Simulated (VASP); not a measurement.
# Cs (Im-3m) in VASP: a series of runs

The runs below take Cs through single point, relaxation of cell and atoms, with LDA.

Program: VASP 6.6.1. These are calculated values, not measurements. Logs are shortened: lines on timing, memory, paths and dates and some standing lists are left out, and cuts for length are marked.

## 1. The cell of the first run

The structure is cubic, space group Im-3m (No. 229). Conventional cell: a = 4.322 Å, b = 4.322 Å, c = 4.322 Å, α = 90.00°, β = 90.00°, γ = 90.00°. Cs (site symmetry m-3m) has 14 Cs at 3.74 to 4.32 Å within 4.9 Å.

## 2. Single point, LDA

INCAR

```
SYSTEM = Cs
PREC = Accurate
ENCUT = 500
EDIFF = 1E-6
ISMEAR = -1
SIGMA = 0.05
LREAL = .FALSE.
LASPH = .TRUE.
NELM = 120
ALGO = Normal
ISIF = 2
LWAVE = .FALSE.
LCHARG = .FALSE.
GGA = CA
NBANDS = 10
GGA_COMPAT = .FALSE.
```

KPOINTS

```
Automatic mesh
0
G
  13 13 13
  0 0 0
```

POSCAR

```
Cs
1.0
   -2.1610920666      2.1610920666      2.1610920666
    2.1610920666     -2.1610920666      2.1610920666
    2.1610920666      2.1610920666     -2.1610920666
Cs
1
Direct
    0.0000000000      0.0000000000      0.0000000000
```

Potentials or basis: VASP PAW LDA potentials, release 64 (Cs_sv).

Started as:

```console
cat potpaw_LDA.64/Cs_sv/POTCAR > POTCAR
mpirun -np 1 vasp_std > vasp.out
```

OUTCAR:

```text
SYSTEM = Cs
   PREC = Accurate
   ENCUT = 500
   EDIFF = 1E-6
   ISMEAR = -1
   LREAL = .FALSE.
   LASPH = .TRUE.
   NELM = 120
   ISIF = 2
   GGA = CA

 ion  position               nearest neighbor table
   1  0.000  0.000  0.000-

  LATTYP: Found a body centered cubic cell.
 ALAT       =     4.3221841332

  Lattice vectors:

 A1 = (  -2.1610920666,   2.1610920666,   2.1610920666)
 A2 = (   2.1610920666,  -2.1610920666,   2.1610920666)
 A3 = (   2.1610920666,   2.1610920666,  -2.1610920666)

Analysis of symmetry for initial positions (statically):
=====================================================================
 Subroutine PRICEL returns:
 Original cell was already a primitive cell.

 Routine SETGRP: Setting up the symmetry group for a
 body centered cubic supercell.

 Subroutine GETGRP returns: Found 48 space group operations
 (whereof 48 operations were pure point group operations)
 out of a pool of 48 trial point group operations.

The static configuration has the point symmetry O_h .

Analysis of symmetry for dynamics (positions and initial velocities):
=====================================================================
 Subroutine PRICEL returns:
 Original cell was already a primitive cell.

 Routine SETGRP: Setting up the symmetry group for a
 body centered cubic supercell.

 Subroutine GETGRP returns: Found 48 space group operations
 (whereof 48 operations were pure point group operations)
 out of a pool of 48 trial point group operations.

The dynamic configuration has the point symmetry O_h .

 Subroutine INISYM returns: Found 48 space group operations
 (whereof 48 operations are pure point group operations),
 and found     1 'primitive' translations

----------------------------------------------------------------------------------------

                                     Primitive cell

  volume of cell :      40.3720

  direct lattice vectors                    reciprocal lattice vectors
    -2.161092067  2.161092067  2.161092067     0.000000000  0.231364507  0.231364507
     2.161092067 -2.161092067  2.161092067     0.231364507  0.000000000  0.231364507
     2.161092067  2.161092067 -2.161092067     0.231364507  0.231364507  0.000000000

  length of vectors
     3.743121259  3.743121259  3.743121259     0.327198823  0.327198823  0.327198823

  position of ions in fractional coordinates (direct lattice)
     0.000000000  0.000000000  0.000000000

  ion indices of the primitive-cell ions
   primitive index   ion index
                 1           1

----------------------------------------------------------------------------------------

 KPOINTS: Automatic mesh

Automatic generation of k-mesh.
 Grid dimensions read from file:
 generate k-points for:   13   13   13

 Generating k-lattice:

  Cartesian coordinates                     Fractional coordinates (reciprocal lattice)
     0.000000000  0.017797270  0.017797270     0.076923077  0.000000000  0.000000000
     0.017797270  0.000000000  0.017797270     0.000000000  0.076923077  0.000000000
     0.017797270  0.017797270  0.000000000     0.000000000  0.000000000  0.076923077

  Length of vectors
     0.025169140  0.025169140  0.025169140

  Shift w.r.t. Gamma in fractional coordinates (k-lattice)
     0.000000000  0.000000000  0.000000000

 Subroutine IBZKPT returns following result:
 ===========================================

 Found     84 irreducible k-points:

 Following reciprocal coordinates:
            Coordinates               Weight
  0.000000  0.000000  0.000000      1.000000
  0.076923  0.000000  0.000000     12.000000
  0.153846  0.000000  0.000000     12.000000
  0.230769  0.000000  0.000000     12.000000
  0.307692  0.000000  0.000000     12.000000
  0.384615  0.000000  0.000000     12.000000
[... 16 lines left out ...]
  0.153846  0.076923  0.076923     24.000000
  0.230769  0.076923  0.076923     24.000000
 [... further k-points ...]
   k-points           NKPTS =     84   k-points in BZ     NKDIM =     84   number of bands    NBANDS=     10
   number of dos      NEDOS =    301   number of ions     NIONS =      1
   total plane-waves  NPLWV =  21952
   dimension x,y,z NGX =    28 NGY =   28 NGZ =   28
   dimension x,y,z NGXF=    56 NGYF=   56 NGZF=   56
   ions per type =               1
   NGX,Y,Z   is equivalent  to a cutoff of  12.44, 12.44, 12.44 a.u.
   NGXF,Y,Z  is equivalent  to a cutoff of  24.87, 24.87, 24.87 a.u.
 SYSTEM =  Cs
   PREC   = accura    normal or accurate (medium, high low for compatibility)
   ISTART =      0    job   : 0-new  1-cont  2-samecut
   ICHARG =      2    charge: 1-file 2-atom 10-const
   ISPIN  =      1    spin polarized calculation?
   LNONCOLLINEAR =      F non collinear calculations
   LSORBIT =      F    spin-orbit coupling
   LASPH  =      T    aspherical Exc in radial PAW
   ENCUT  =  500.0 eV  36.75 Ry    6.06 a.u.   6.82  6.82  6.82*2*pi/ulx,y,z
   NELM   =    120;   NELMIN=  2; NELMDL= -5     # of ELM steps
   EDIFF  = 0.1E-05   stopping-criterion for ELM
   LREAL  =      F    real-space projection
   EDIFFG = 0.1E-04   stopping-criterion for IOM
   NSW    =      0    number of steps for IOM
   IBRION =     -1    ionic relax: 0-MD 1-quasi-New 2-CG
   NFREE  =      0    steps in history (QN), initial steepest desc. (CG)
   ISIF   =      2    stress and relaxation
   ISYM   =      2    0-nonsym 1-usesym 2-fastsym
   POTIM  = 0.5000    time-step for ionic-motion
   TEBEG  =    0.0;   TEEND  =   0.0 temperature during run
   PSTRESS=    0.0 pullay stress
   NELECT =       9.0000    total number of electrons
   NUPDOWN=      -1.0000    fix difference up-down
   EMIN   =  10.00;   EMAX   =-10.00  energy-range for DOS
   EFERMI =   0.00;   METHOD = LEGACY
   ISMEAR =    -1;   SIGMA  =   0.05  broadening in eV -4-tet -1-fermi 0-gaus
   EFERMI_NEDOS =   21; number of points for ismear=-14 and -15
   IALGO  =     38    algorithm
   IMIX   =      4    mixing-type and parameters
     AMIX     =   0.40;   BMIX     =  1.00
     AMIX_MAG =   1.60;   BMIX_MAG =  1.00
  volume/ion in A,a.u.               =      40.37       272.44
  Fermi-wavevector in a.u.,A,eV,Ry     =   0.992649  1.875835 13.406530  0.985352
  Thomas-Fermi vector in A             =   2.124476
   LORBIT       =      0    0 simple, 1 ext, 2 COOP (PROOUT), +10 PAW based schemes
   GGA     = CA    functional components
   LHFCALC =     F    Hartree Fock is set to
   AEXX    =    0.0000 exact exchange contribution
   IVDW    =     0    specifies the selected vdW correction
   LEPSILON=     F    determine dielectric tensor
   LRPA    =     F    only Hartree local field effects (RPA)
 non-spin polarized calculation
  energy-cutoff  :      500.00
  volume of cell :       40.37
 maximum number of plane-waves:      1055
   NGX = 13   NGY = 13   NGZ = 13

 number of electron       9.0000002 magnetization

 Free energy of the ion-electron system (eV)
  ---------------------------------------------------
  ext. energy  EPLUGINS =         0.00000000
  ---------------------------------------------------
  free energy    TOTEN  =        -0.40162610 eV

  energy without entropy =       -0.38771116  energy(sigma->0) =       -0.39466863

 E-fermi :   4.6180     XC(G=0):  -9.0040

 val. band max:        4.6115499092   @ k =   0.1538   0.0769   0.0769
 cond. band min:       4.6230030321   @ k =  -0.3846   0.3846   0.1538
 fundamental gap:      0.0114531229
 Fermi energy:         4.6180164400

 k-point     1 :       0.0000    0.0000    0.0000
  band No.  band energies     occupation
      1     -19.5123      2.00000
      2      -4.9273      2.00000
      3      -4.9273      2.00000
      4      -4.9273      2.00000
      5       2.8141      2.00000
      6       7.6710      0.00000
      7       7.6710      0.00000
      8       7.6710      0.00000
      9       9.8156      0.00000
     10       9.8156      0.00000

 k-point     2 :       0.0769    0.0000    0.0000
  band No.  band energies     occupation
      1     -19.4876      2.00000
      2      -5.1189      2.00000
      3      -4.9764      2.00000
      4      -4.9315      2.00000
      5       3.0638      2.00000
      6       7.4684      0.00000
      7       7.5662      0.00000
      8       7.8905      0.00000
      9       9.4106      0.00000
     10       9.7340      0.00000

 k-point     3 :       0.1538    0.0000    0.0000
  band No.  band energies     occupation
      1     -19.4182      2.00000
      2      -5.6034      2.00000
      3      -5.1080      2.00000
      4      -4.9435      2.00000
      5       3.6636      2.00000
      6       7.0082      0.00000
      7       7.1862      0.00000
      8       8.5310      0.00000
      9       9.1887      0.00000
     10       9.6170      0.00000

 k-point     4 :       0.2308    0.0000    0.0000
  band No.  band energies     occupation
      1     -19.3174      2.00000
      2      -6.2043      2.00000
      3      -5.2836      2.00000
      4      -4.9608      2.00000
      5       4.1886      1.99963
      6       6.5057      0.00000
      7       6.9542      0.00000
      8       9.4851      0.00000
      9       9.5464      0.00000
     10       9.6308      0.00000
[... 222 lines left out ...]
 k-point    22 :       0.0769    0.0769    0.0769
  band No.  band energies     occupation
      1     -19.3765      2.00000
      2      -5.8872      2.00000
      3      -5.0595      2.00000
      4      -5.0595      2.00000
      5       4.0181      1.99999
      6       6.7457      0.00000
      7       6.7457      0.00000
      8       9.2815      0.00000
      9       9.5189      0.00000
     10       9.5189      0.00000

 k-point    23 :       0.1538    0.0769    0.0769
  band No.  band energies     occupation
      1     -19.2837      2.00000
      2      -6.3671      2.00000
      3      -5.2700      2.00000
      4      -5.0944      2.00000
      5       4.6115      1.06458
      6       6.3284      0.00000
      7       6.4655      0.00000
      8       9.5934      0.00000
      9       9.8795      0.00000
     10      10.4804      0.00000

 k-point    24 :       0.2308    0.0769    0.0769
  band No.  band energies     occupation
      1     -19.1818      2.00000
      2      -6.8091      2.00000
      3      -5.5161      2.00000
      4      -5.1317      2.00000
      5       4.7258      0.20756
      6       6.0146      0.00000
      7       6.9205      0.00000
      8       9.9710      0.00000
      9      10.1899      0.00000
     10      11.8261      0.00000

 [... further k-points ...]

------------------------ aborting loop because EDIFF is reached ----------------------------------------

  FORCE on cell =-STRESS in cart. coord.  units (eV):
  Direction    XX          YY          ZZ          XY          YZ          ZX
  --------------------------------------------------------------------------------------
  -------------------------------------------------------------------------------------
  Total        1.2838884      1.2838884      1.2838884      0.0000000      0.0000000      0.0000000
  in kB       50.9516293     50.9516293     50.9516293      0.0000000      0.0000000      0.0000000
  external PRESSURE =      50.9516293 kB  Pullay stress =       0.0000000 kB

 VOLUME and BASIS-vectors are now :
 -----------------------------------------------------------------------------
  energy-cutoff  :      500.00
  volume of cell :       40.37
      direct lattice vectors                 reciprocal lattice vectors
    -2.161092067  2.161092067  2.161092067     0.000000000  0.231364507  0.231364507
     2.161092067 -2.161092067  2.161092067     0.231364507  0.000000000  0.231364507
     2.161092067  2.161092067 -2.161092067     0.231364507  0.231364507  0.000000000

 POSITION                                       TOTAL-FORCE (eV/Angst)
 -----------------------------------------------------------------------------------
      0.00000      0.00000      0.00000        -0.000000     -0.000000     -0.000000
 -----------------------------------------------------------------------------------
    total drift:                               -0.000000     -0.000000     -0.000000

  FREE ENERGIE OF THE ION-ELECTRON SYSTEM (eV)
  ---------------------------------------------------
  free  energy   TOTEN  =        -0.4016261031 eV

  energy  without entropy=       -0.3877111592  energy(sigma->0) =       -0.39466863
```

Run time: 34 s. Hardware: 1 thread of Intel Xeon 8259CL, shared host; peak memory 0.16 GiB.

Results:

```
Free energy            : -0.4016 eV
Pressure               : 5.1 GPa
Band gap on the k mesh : zero (an odd number of electrons rules out a gap without spin polarisation)
```

Caveat: the cell stands under pressure; spin-orbit coupling is left out, which moves the levels of the heavy elements.

## 3. Single point, LDA

INCAR, as its differences from that of step 2:

```diff
@@ -13,3 +13,2 @@
 LCHARG = .FALSE.
-GGA = CA
 NBANDS = 10
```

KPOINTS

```
regular mesh
0
G
  13 13 13
  0 0 0
```

POSCAR is that of step 2.

Potentials or basis: VASP PAW LDA potentials, release 64 (Cs_sv).

Started as:

```console
cat potpaw_LDA.64/Cs_sv/POTCAR > POTCAR
mpirun -np 1 vasp_std > vasp.out
```

It used 28 s of CPU time on 1 thread of Intel Xeon 8259CL, with other jobs on the host.

It converged, with:

* Free energy: -0.4016 eV
* Pressure: 5.1 GPa
* Band gap on the k mesh: zero (an odd number of electrons rules out a gap without spin polarisation)

Levels at points of the mesh, in eV from the Fermi level:
```csv
k point,band 2,band 3,band 4,band 5,band 6,band 7,band 8,band 9
"(0.00, 0.00, 0.00)",-9.55,-9.55,-9.55,-1.80,3.05,3.05,3.05,5.20
```

Caveat: the cell stands under pressure; spin-orbit coupling is left out, which moves the levels of the heavy elements.

(Part 1 of 2 ends here.)
